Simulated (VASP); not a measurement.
Write the native input for VASP 6.6.1 that does the following.

| Property | Result |
| --- | --- |
| Task | single point |
| Functional | PBE |
| Potentials or basis | VASP PAW PBE potentials, release 64 (Pt, Se) |
| Cutoff | 520 eV |
| k mesh | 4 × 4 × 4 |
| Occupations | gaussian, width 0.1 eV |
| Spin | no spin polarisation |
| Dipole correction | no |
| Further INCAR settings | ALGO = Normal; EDIFF = 1e-07; NBANDS = 18 |

The structure of PtSe2 lies in POSCAR:

```
PtSe2
1.0
    4.7470350200      0.0000000000      0.0000000000
    0.0000000000      4.7470350200      0.0000000000
    0.0000000000      0.0000000000      3.7790022600
Pt Se
1 2
Direct
    0.5000000000      0.5000000000      0.0000000000
    0.0000000000      0.0000000000      0.2680328300
    0.0000000000      0.0000000000      0.7319671700
```

One way to write it, as run:

INCAR

```
SYSTEM = PtSe2
PREC = Accurate
ENCUT = 520
EDIFF = 1E-7
ISMEAR = 0
SIGMA = 0.1
LREAL = .FALSE.
LASPH = .TRUE.
NELM = 100
ALGO = Normal
ISIF = 2
LWAVE = .FALSE.
LCHARG = .FALSE.
GGA = PE
NBANDS = 18
```

KPOINTS

```
Automatic mesh
0
G
  4 4 4
  0 0 0
```

Potentials or basis: VASP PAW PBE potentials, release 64 (Pt, Se).

The run is started by

```sh
$ cat potpaw_PBE.64/Pt/POTCAR potpaw_PBE.64/Se/POTCAR > POTCAR
$ mpirun -np 1 vasp_std > vasp.out
```

Results of the run:

* Pressure: 37.7 GPa
* Largest force: 16.523 eV/Å
* Band gap on the k mesh: zero (band 11 reaches 2.90 eV, above the bottom of band 12 at 2.80 eV)

Caveat: the k points lie up to 0.42 Å⁻¹ apart; spin-orbit coupling is left out, which moves the levels of the heavy elements; forces of over 1 eV/Å act on the atoms, so gaps and moduli don't describe the material at rest.

It took 11 s on 1 thread of Intel(R) Xeon(R) 6975P-C (Granite Rapids) (shared host), peak memory 0.19 GiB.
